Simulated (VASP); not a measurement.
# C (P6_3/mmc) in VASP: notebook

C is run at these levels: PBE+D3(BJ); tasks: single point, relaxation of cell and atoms.

Program: VASP 6.6.1. These are calculated values, not measurements. Logs are shortened: lines on timing, memory, paths and dates and some standing lists are left out, and cuts for length are marked.

## (1) The cell of the first run

The structure is hexagonal, space group P6_3/mmc (No. 194). The conventional cell has a = 2.466 Å, b = 2.466 Å, c = 6.750 Å, α = 90.00°, β = 90.00°, γ = 120.00°. Within 1.9 Å of C (site symmetry -6m2) lie 3 C at 1.42 Å. C (site symmetry -6m2) has 3 C at 1.42 Å within 1.9 Å.

## (2) Single point, PBE+D3(BJ)

INCAR reads:

```
PREC = Accurate ; ENCUT = 520
EDIFF = 1E-6 ; ISMEAR = 0
SIGMA = 0.1 ; LREAL = False
LASPH = True ; NELM = 80
ALGO = Normal ; ISIF = 2
LWAVE = False ; LCHARG = False
GGA = PE ; IVDW = 12
NBANDS = 16
```

KPOINTS reads:

```
regular mesh
0
Gamma
  9 9 4
```

POSCAR reads:

```
C
1.0
    2.4660000000      0.0000000000      0.0000000000
   -1.2330000000      2.1356186457      0.0000000000
    0.0000000000      0.0000000000      6.7500000000
C
4
Direct
    0.0000000000      0.0000000000      0.2500000000
    0.0000000000      0.0000000000      0.7500000000
    0.3333333333      0.6666666667      0.2500000000
    0.6666666667      0.3333333333      0.7500000000
```

Potentials or basis: VASP PAW PBE potentials, release 64 (C).

Started as:

```console
$ cat potpaw_PBE.64/C/POTCAR > POTCAR
$ mpirun -np 1 vasp_std > vasp.out
```

OUTCAR:

```text
PREC = Accurate
   ENCUT = 520
   EDIFF = 1E-6
   ISMEAR = 0
   LREAL = False
   LASPH = True
   NELM = 80
   ISIF = 2
   GGA = PE
   IVDW = 12
 IVDW          = 12

 ion  position               nearest neighbor table
   1  0.000  0.000  0.250-   3 1.42   3 1.42   3 1.42
   2  0.000  0.000  0.750-   4 1.42   4 1.42   4 1.42
   3  0.333  0.667  0.250-   1 1.42   1 1.42   1 1.42
   4  0.667  0.333  0.750-   2 1.42   2 1.42   2 1.42

  LATTYP: Found a hexagonal cell.
 ALAT       =     2.4660000000
 C/A-ratio  =     2.7372262774

  Lattice vectors:

 A1 = (   2.4660000000,   0.0000000000,   0.0000000000)
 A2 = (  -1.2330000000,   2.1356186457,   0.0000000000)
 A3 = (   0.0000000000,   0.0000000000,   6.7500000000)

Analysis of symmetry for initial positions (statically):
=====================================================================
 Subroutine PRICEL returns:
 Original cell was already a primitive cell.

 Routine SETGRP: Setting up the symmetry group for a
 hexagonal supercell.

 Subroutine GETGRP returns: Found 24 space group operations
 (whereof 12 operations were pure point group operations)
 out of a pool of 24 trial point group operations.

The static configuration has the point symmetry D_3d.
 The point group associated with its full space group is D_6h.

Analysis of symmetry for dynamics (positions and initial velocities):
=====================================================================
 Subroutine PRICEL returns:
 Original cell was already a primitive cell.

 Routine SETGRP: Setting up the symmetry group for a
 hexagonal supercell.

 Subroutine GETGRP returns: Found 24 space group operations
 (whereof 12 operations were pure point group operations)
 out of a pool of 24 trial point group operations.

The dynamic configuration has the point symmetry D_3d.
 The point group associated with its full space group is D_6h.

 Subroutine INISYM returns: Found 24 space group operations
 (whereof 12 operations are pure point group operations),
 and found     1 'primitive' translations

----------------------------------------------------------------------------------------

                                     Primitive cell

  volume of cell :      35.5484

  direct lattice vectors                    reciprocal lattice vectors
     2.466000000  0.000000000  0.000000000     0.405515004  0.234124197  0.000000000
    -1.233000000  2.135618646  0.000000000     0.000000000  0.468248394  0.000000000
     0.000000000  0.000000000  6.750000000     0.000000000  0.000000000  0.148148148

  length of vectors
     2.466000000  2.466000000  6.750000000     0.468248394  0.468248394  0.148148148

  position of ions in fractional coordinates (direct lattice)
     0.000000000  0.000000000  0.250000000
     0.000000000  0.000000000  0.750000000
     0.333333333  0.666666667  0.250000000
     0.666666667  0.333333333  0.750000000

  ion indices of the primitive-cell ions
   primitive index   ion index
                 1           1
                 2           2
                 3           3
                 4           4

----------------------------------------------------------------------------------------

 KPOINTS: regular mesh

Automatic generation of k-mesh.
 Grid dimensions read from file:
 generate k-points for:    9    9    4

 Generating k-lattice:

  Cartesian coordinates                     Fractional coordinates (reciprocal lattice)
     0.045057223  0.026013800  0.000000000     0.111111111  0.000000000  0.000000000
     0.000000000  0.052027599  0.000000000     0.000000000  0.111111111  0.000000000
     0.000000000  0.000000000  0.037037037     0.000000000  0.000000000  0.250000000

  Length of vectors
     0.052027599  0.052027599  0.037037037

  Shift w.r.t. Gamma in fractional coordinates (k-lattice)
     0.000000000  0.000000000  0.000000000

 Subroutine IBZKPT returns following result:
 ===========================================

 Found     36 irreducible k-points:

 Following reciprocal coordinates:
            Coordinates               Weight
  0.000000  0.000000  0.000000      1.000000
  0.111111 -0.000000  0.000000      6.000000
  0.222222  0.000000  0.000000      6.000000
  0.333333 -0.000000  0.000000      6.000000
  0.444444  0.000000  0.000000      6.000000
  0.111111  0.111111  0.000000      6.000000
[... 16 lines left out ...]
  0.333333  0.222222  0.250000     24.000000
  0.333333  0.333333  0.250000      4.000000
 [... further k-points ...]
   k-points           NKPTS =     36   k-points in BZ     NKDIM =     36   number of bands    NBANDS=     16
   number of dos      NEDOS =    301   number of ions     NIONS =      4
   total plane-waves  NPLWV =  16200
   dimension x,y,z NGX =    18 NGY =   18 NGZ =   50
   dimension x,y,z NGXF=    36 NGYF=   36 NGZF=  100
   ions per type =               4
   NGX,Y,Z   is equivalent  to a cutoff of  12.13, 12.13, 12.31 a.u.
   NGXF,Y,Z  is equivalent  to a cutoff of  24.27, 24.27, 24.63 a.u.
 SYSTEM =  unknown system
   PREC   = accura    normal or accurate (medium, high low for compatibility)
   ISTART =      0    job   : 0-new  1-cont  2-samecut
   ICHARG =      2    charge: 1-file 2-atom 10-const
   ISPIN  =      1    spin polarized calculation?
   LNONCOLLINEAR =      F non collinear calculations
   LSORBIT =      F    spin-orbit coupling
   LASPH  =      T    aspherical Exc in radial PAW
   ENCUT  =  520.0 eV  38.22 Ry    6.18 a.u.   4.59  4.59 12.55*2*pi/ulx,y,z
   NELM   =     80;   NELMIN=  2; NELMDL= -5     # of ELM steps
   EDIFF  = 0.1E-05   stopping-criterion for ELM
   LREAL  =      F    real-space projection
   EDIFFG = 0.1E-04   stopping-criterion for IOM
   NSW    =      0    number of steps for IOM
   IBRION =     -1    ionic relax: 0-MD 1-quasi-New 2-CG
   NFREE  =      0    steps in history (QN), initial steepest desc. (CG)
   ISIF   =      2    stress and relaxation
   ISYM   =      2    0-nonsym 1-usesym 2-fastsym
   POTIM  = 0.5000    time-step for ionic-motion
   TEBEG  =    0.0;   TEEND  =   0.0 temperature during run
   PSTRESS=    0.0 pullay stress
   NELECT =      16.0000    total number of electrons
   NUPDOWN=      -1.0000    fix difference up-down
   EMIN   =  10.00;   EMAX   =-10.00  energy-range for DOS
   EFERMI =   0.00;   METHOD = LEGACY
   ISMEAR =     0;   SIGMA  =   0.10  broadening in eV -4-tet -1-fermi 0-gaus
   EFERMI_NEDOS =   21; number of points for ismear=-14 and -15
   IALGO  =     38    algorithm
   IMIX   =      4    mixing-type and parameters
     AMIX     =   0.40;   BMIX     =  1.00
     AMIX_MAG =   1.60;   BMIX_MAG =  1.00
  volume/ion in A,a.u.               =       8.89        59.97
  Fermi-wavevector in a.u.,A,eV,Ry     =   1.254608  2.370865 21.416124  1.574041
  Thomas-Fermi vector in A             =   2.388405
   LORBIT       =      0    0 simple, 1 ext, 2 COOP (PROOUT), +10 PAW based schemes
   GGA     = PE    functional components
   LHFCALC =     F    Hartree Fock is set to
   AEXX    =    0.0000 exact exchange contribution
   IVDW    =    12    specifies the selected vdW correction
   LEPSILON=     F    determine dielectric tensor
   LRPA    =     F    only Hartree local field effects (RPA)
 non-spin polarized calculation
 Gauss-broadening in eV      SIGMA  =   0.10
  energy-cutoff  :      520.00
  volume of cell :       35.55
 maximum number of plane-waves:       979
   NGX =  9   NGY =  9   NGZ = 25

 number of electron      15.9999994 magnetization

 Free energy of the ion-electron system (eV)
  ---------------------------------------------------
  ext. energy  EPLUGINS =         0.00000000
  ---------------------------------------------------
  free energy    TOTEN  =       -36.83148441 eV

  energy without entropy =      -36.82803549  energy(sigma->0) =      -36.82975995

 E-fermi :   4.6131     XC(G=0): -10.2808

 val. band max:        4.6114389900   @ k =   0.3333   0.3333   0.5000
 cond. band min:       4.6134461364   @ k =   0.3333   0.3333   0.2500
 fundamental gap:      0.0020071464
 Fermi energy:         4.6130593757

 k-point     1 :       0.0000    0.0000    0.0000
  band No.  band energies     occupation
      1     -15.0188      2.00000
      2     -14.7320      2.00000
      3      -3.8627      2.00000
      4      -1.9536      2.00000
      5       1.5988      2.00000
      6       1.5988      2.00000
[... 8 lines left out ...]
     15      15.9662      0.00000
     16      16.1684      0.00000

 k-point     2 :       0.1111   -0.0000    0.0000
  band No.  band energies     occupation
      1     -14.7246      2.00000
      2     -14.4430      2.00000
      3      -3.5060      2.00000
      4      -1.6199      2.00000
      5       0.4713      2.00000
      6       0.5120      2.00000
[... 8 lines left out ...]
     15      15.1986      0.00000
     16      15.3470      0.00000

 k-point     3 :       0.2222    0.0000    0.0000
  band No.  band energies     occupation
      1     -13.8482      2.00000
      2     -13.5818      2.00000
      3      -2.4508      2.00000
      4      -2.0988      2.00000
      5      -2.0158      2.00000
      6      -0.6415      2.00000
[... 8 lines left out ...]
     15      17.1157      0.00000
     16      17.1597      0.00000

 k-point     4 :       0.3333   -0.0000    0.0000
  band No.  band energies     occupation
      1     -12.4109      2.00000
      2     -12.1694      2.00000
      3      -5.0496      2.00000
      4      -4.9225      2.00000
      5      -1.1599      2.00000
      6      -1.1104      2.00000
[... 8 lines left out ...]
     15      19.5885      0.00000
     16      20.8585      0.00000

 k-point     5 :       0.4444    0.0000    0.0000
  band No.  band energies     occupation
      1     -10.4879      2.00000
      2     -10.2869      2.00000
      3      -7.8062      2.00000
      4      -7.6478      2.00000
      5      -1.7233      2.00000
      6      -1.6714      2.00000
[... 8 lines left out ...]
     15      18.4940      0.00000
     16      20.2272      0.00000

 k-point     6 :       0.1111    0.1111    0.0000
  band No.  band energies     occupation
      1     -14.1393      2.00000
      2     -13.8679      2.00000
      3      -2.7995      2.00000
      4      -1.0841      2.00000
      5      -1.0464      2.00000
      6      -0.9628      2.00000
[... 8 lines left out ...]
     15      15.2450      0.00000
     16      15.8082      0.00000
[... 267 lines left out ...]
 k-point    21 :       0.4444    0.1111    0.2500
  band No.  band energies     occupation
      1      -9.4863      2.00000
      2      -9.4118      2.00000
      3      -8.4327      2.00000
      4      -8.3778      2.00000
      5      -2.6935      2.00000
      6      -2.6415      2.00000
[... 8 lines left out ...]
     15      17.8368      0.00000
     16      18.7736      0.00000

 k-point    22 :       0.2222    0.2222    0.2500
  band No.  band energies     occupation
      1     -11.5378      2.00000
      2     -11.3776      2.00000
      3      -5.0546      2.00000
      4      -5.0080      2.00000
      5      -3.5169      2.00000
      6      -3.4820      2.00000
[... 8 lines left out ...]
     15      16.8018      0.00000
     16      17.0964      0.00000

 k-point    23 :       0.3333    0.2222    0.2500
  band No.  band energies     occupation
      1      -9.6751      2.00000
      2      -9.5436      2.00000
      3      -7.1878      2.00000
      4      -7.0964      2.00000
      5      -4.5320      2.00000
      6      -4.4652      2.00000
[... 8 lines left out ...]
     15      17.2853      0.00000
     16      18.2306      0.00000

 k-point    24 :       0.3333    0.3333    0.2500
  band No.  band energies     occupation
      1      -8.0181      2.00000
      2      -7.9503      2.00000
      3      -7.9503      2.00000
      4      -7.8903      2.00000
      5      -5.9086      2.00000
      6      -5.9086      2.00000
[... 8 lines left out ...]
     15      18.0639      0.00000
     16      19.1341      0.00000

 [... further k-points ...]

------------------------ aborting loop because EDIFF is reached ----------------------------------------

 Edisp (eV)   -0.62086

 E8    (eV) :    -0.1758

  FORCE on cell =-STRESS in cart. coord.  units (eV):
  Direction    XX          YY          ZZ          XY          YZ          ZX
  --------------------------------------------------------------------------------------
  -------------------------------------------------------------------------------------
  Total       0.07369     0.07369    -0.07103     0.00000     0.00000     0.00000
  in kB       3.32128     3.32128    -3.20142     0.00000     0.00000     0.00000
  external pressure =        1.15 kB  Pullay stress =        0.00 kB

 VOLUME and BASIS-vectors are now :
 -----------------------------------------------------------------------------
  energy-cutoff  :      520.00
  volume of cell :       35.55
      direct lattice vectors                 reciprocal lattice vectors
     2.466000000  0.000000000  0.000000000     0.405515004  0.234124197  0.000000000
    -1.233000000  2.135618646  0.000000000     0.000000000  0.468248394  0.000000000
     0.000000000  0.000000000  6.750000000     0.000000000  0.000000000  0.148148148

 POSITION                                       TOTAL-FORCE (eV/Angst)
 -----------------------------------------------------------------------------------
      0.00000      0.00000      1.68750        -0.000000      0.000000      0.000000
      0.00000      0.00000      5.06250         0.000000     -0.000000      0.000000
     -0.00000      1.42375      1.68750         0.000000      0.000000     -0.000000
      1.23300      0.71187      5.06250        -0.000000      0.000000     -0.000000
 -----------------------------------------------------------------------------------
    total drift:                                0.000000     -0.000000      0.000000

  FREE ENERGIE OF THE ION-ELECTRON SYSTEM (eV)
  ---------------------------------------------------
  free  energy   TOTEN  =       -37.4523417652 eV

  energy  without entropy=      -37.4488928485  energy(sigma->0) =      -37.45061731
```

It took 14 s on 1 thread of Intel Xeon Platinum 8559C (Emerald Rapids), shared host; peak memory 0.15 GiB.

Results:

```yaml
Free_energy: -37.4523 eV
Pressure: 0.1 GPa
Band_gap_on_the_k_mesh: zero (bands 8 and 9 overlap by 0.02 eV)
Dispersion_energy_per_atom: -0.155 eV
```

## (3) Single point, PBE+D3(BJ)

INCAR reads:

```
SYSTEM = C
ALGO     = Normal         ! electronic algorithm
EDIFF    = 1E-6           ! SCF threshold, eV
ENCUT    = 520            ! plane-wave cutoff, eV
GGA      = PE             ! functional
ISIF     = 2              ! what is computed and relaxed
ISMEAR   = 0              ! smearing method
IVDW     = 12             ! dispersion correction
LASPH    = .True.         ! aspherical terms in the spheres
LCHARG   = .True.         ! write CHGCAR
LELF     = .True.         ! ELF
LREAL    = .False.        ! projectors in reciprocal space
LVHAR    = .True.       
LWAVE    = .False.        ! write WAVECAR
NBANDS   = 16             ! bands
NELM     = 100            ! most SCF steps
PREC     = Accurate       ! precision mode
SIGMA    = 0.1            ! smearing width, eV
```

KPOINTS reads:

```
k-points
0
Gamma
  21 21 6
  0 0 0
```

POSCAR reads:

```
C
1.0
    2.4649771174      0.0000000000      0.0000000000
   -1.2324885587      2.1347328034      0.0000000000
    0.0000000000      0.0000000000      6.7423727030
C
4
Direct
    0.0000000000      0.0000000000      0.2500000000
    0.0000000000      0.0000000000      0.7500000000
    0.3333333333      0.6666666667      0.2500000000
    0.6666666667      0.3333333333      0.7500000000
```

Potentials or basis: VASP PAW PBE potentials, release 64 (C).

Started as:

```console
$ cat potpaw_PBE.64/C/POTCAR > POTCAR
$ mpirun -np 1 vasp_std > vasp.out
```

Wall time 45 s (1 thread of Intel Xeon Platinum 8559C (Emerald Rapids), shared host); peak memory 0.21 GiB.

The run converged. Its results:

* Free energy: -37.4699 eV
* Pressure: 0.4 GPa
* Band gap on the k mesh: zero (bands 8 and 9 overlap by 0.02 eV)
* Dispersion energy per atom: -0.155 eV

Stress tensor (GPa, compression positive):
```
 0.70  0.00  0.00
 0.00  0.70  0.00
 0.00  0.00 -0.11
```

Levels at points of the mesh, in eV from the Fermi level:
```csv
k point,band 6,band 7,band 8,band 9,band 10,band 11
"(0.00, 0.00, 0.00)",-3.01,-3.00,-3.00,4.25,8.33,8.33
"(0.00, 0.00, 0.50)",-3.00,-3.00,-3.00,6.85,6.85,8.35
```

## (4) Relaxation of cell and atoms, PBE+D3(BJ)

INCAR reads:

```
SYSTEM = C
PREC = Accurate
ENCUT = 600
EDIFF = 1E-7
ISMEAR = 0
SIGMA = 0.1
LREAL = .False.
LASPH = .True.
NELM = 100
ALGO = Normal
ISIF = 3
LWAVE = .False.
LCHARG = .False.
GGA = PE
IVDW = 12
IBRION = 2
NSW = 100
EDIFFG = -0.005
```

KPOINTS reads:

```
regular mesh
0
Gamma
  21 21 6
  0 0 0
```

POSCAR reads:

```
C
1.0
    2.4660000000      0.0000000000      0.0000000000
   -1.2330000000      2.1356186457      0.0000000000
    0.0000000000      0.0000000000      6.7500000000
C
4
Direct
    0.0000000000      0.0000000000      0.2500000000
    0.0000000000      0.0000000000      0.7500000000
    0.3333333333      0.6666666667      0.2500000000
    0.6666666667      0.3333333333      0.7500000000
```

Started as:

```console
$ cat potpaw_PBE.64/C/POTCAR > POTCAR
$ mpirun -np 1 vasp_std > vasp.out
```

Run time: 4 min. Hardware: 1 thread of Intel Xeon Platinum 8559C (Emerald Rapids), shared host; peak memory 0.22 GiB.

It converged, with:

- Free energy: -37.4800 eV
- Relaxed volume: 8.79 Å³/atom
- Relaxed cell: a = 2.465 Å, b = 2.465 Å, c = 6.678 Å, α = 90.00°, β = 90.00°, γ = 120.00°
- Space group after relaxing (to 0.1 Å): P6_3/mmc (No. 194)
- Energy gained by relaxing: 0.1 meV/atom
- Ionic steps: 9
- Pressure after relaxing: 0.0 GPa
- Band gap on the k mesh: zero (bands 8 and 9 overlap by 0.03 eV)
- Dispersion energy per atom: -0.157 eV

Step by step:
| step | energy change (eV) | largest force (eV/Å) | pressure (GPa) | volume (Å³) |
| --- | --- | --- | --- | --- |
| 1 | 0.0000 | 0.0000 | -0.36 | 35.55 |
| 2 | 0.0000 | 0.0000 | 0.49 | 35.45 |
| 3 | -0.0001 | 0.0000 | 0.00 | 35.50 |
| 4 | -0.0001 | 0.0000 | 0.01 | 35.46 |
| 5 | -0.0004 | 0.0000 | 0.04 | 35.32 |
| 6 | -0.0004 | 0.0000 | 0.11 | 35.05 |
| 7 | -0.0005 | 0.0000 | 0.09 | 35.14 |
| 8 | -0.0003 | 0.0000 | -0.58 | 35.20 |
| 9 | -0.0005 | 0.0000 | -0.01 | 35.15 |

Final structure:
```xyz
4
Lattice="2.4652 0.0000 0.0000 -1.2326 2.1350 0.0000 0.0000 0.0000 6.6778" Properties=species:S:1:pos:R:3 pbc="T T T"
C     0.0000    0.0000    1.6694
C     0.0000    0.0000    5.0083
C     0.0000    1.4233    1.6694
C     1.2326    0.7117    5.0083
```

Levels at points of the mesh, in eV from the Fermi level:
| k point | band 6 | band 7 | band 8 | band 9 | band 10 | band 11 |
| --- | --- | --- | --- | --- | --- | --- |
| (0.00, 0.00, 0.00) | -3.01 | -2.99 | -2.99 | 4.34 | 8.33 | 8.33 |
| (0.00, 0.00, 0.50) | -3.00 | -3.00 | -3.00 | 7.01 | 7.01 | 8.35 |

## (5) Overview

| task | cell | k mesh | cutoff (eV) | gap on the mesh (eV) | pressure (GPa) |
| --- | --- | --- | --- | --- | --- |
| single point | a = 2.466, b = 2.466, c = 6.750 Å, angles 90.0, 90.0, 120.0°, 4 atoms | 9 × 9 × 4 | 520 | none | 0.1 |
| single point | a = 2.465, b = 2.465, c = 6.742 Å, angles 90.0, 90.0, 120.0°, 4 atoms | 21 × 21 × 6 | 520 | none | 0.4 |
| relaxation of cell and atoms | relaxed from a = 2.466, b = 2.466, c = 6.750 Å, angles 90.0, 90.0, 120.0°, 4 atoms | 21 × 21 × 6 | 600 | none | 0.0 |

Alike in all rows: level PBE+D3(BJ); potentials or basis VASP PAW PBE potentials, release 64 (C); no spin polarisation; smearing gaussian 0.1 eV.

Absolute energies hang on the potentials; compare differences alone.
